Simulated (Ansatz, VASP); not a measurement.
# One calculation of CaO, two programs

```xyz
2
Lattice="0.0000 2.3975 2.3975 2.3975 0.0000 2.3975 2.3975 2.3975 0.0000" Properties=species:S:1:pos:R:3 pbc="T T T"
Ca    0.0000    0.0000    0.0000
O     2.3975    2.3975    2.3975
```

Alike in both runs: task single point; functional PBE; k mesh 10 × 10 × 10; occupations fermi-dirac, width 0.02 eV; no spin polarisation.

```csv
,VASP,Ansatz
version,VASP 6.6.1,Ansatz 0.2.0
potentials or method,"VASP PAW PBE potentials, release 64 (Ca_sv, O)","plane waves, PAW"
plane-wave cutoff (eV),520,420
valence electrons in the cell,16,16
```

```tsv
	VASP	Ansatz	Ansatz less VASP
gap on the k mesh at the Fermi level (eV)	3.63	3.65	+0.020
pressure (GPa)	3.1	2.5	-0.59
```
